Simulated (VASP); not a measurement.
Write the native input for VASP 6.6.1 that does the following.

| Property | Result |
| --- | --- |
| Task | single point |
| Functional | LDA |
| Potentials or basis | VASP PAW LDA potentials, release 64 (Hg_sv_GW) |
| Cutoff | 500 eV |
| k mesh | 3 × 3 × 3 |
| Occupations | fermi-dirac, width 0.1 eV |
| Spin | no spin polarisation |
| Dipole correction | no |
| Further INCAR settings | ALGO = Normal; EDIFF = 1e-06; NBANDS = 16 |

The structure of Hg lies in POSCAR:

```
Hg
1.0
    1.7463233735      1.0082402698      2.1478810803
   -1.7463233735      1.0082402698      2.1478810803
    0.0000000000     -2.0164805396      2.1478810803
Hg
1
Direct
    0.0000000000      1.0000000000      0.0000000000
```

The input as run:

INCAR

```
PREC = Accurate ; ENCUT = 500
EDIFF = 1E-6 ; ISMEAR = -1
SIGMA = 0.1 ; LREAL = False
LASPH = True ; NELM = 120
ALGO = Normal ; ISIF = 2
LWAVE = False ; LCHARG = False
NBANDS = 16 ; GGA_COMPAT = False
```

KPOINTS

```
regular mesh
0
Gamma
  3 3 3
```

Potentials or basis: VASP PAW LDA potentials, release 64 (Hg_sv_GW).

The run is started by

```bash
$ cat potpaw_LDA.64/Hg_sv_GW/POTCAR > POTCAR
$ mpirun -np 1 vasp_std > vasp.out
```

Results of the run:

| Quantity | Value |
| --- | --- |
| Pressure | -2.5 GPa |
| Band gap on the k mesh | 3.13 eV (least direct gap 3.37 eV) |

Caveat: the k points lie up to 0.76 Å⁻¹ apart; spin-orbit coupling is left out, which moves the levels of the heavy elements.

Wall time 2.2 s on 1 thread of Intel(R) Xeon(R) Platinum 8488C (Sapphire Rapids), with other jobs on the host, peak memory 0.13 GiB.
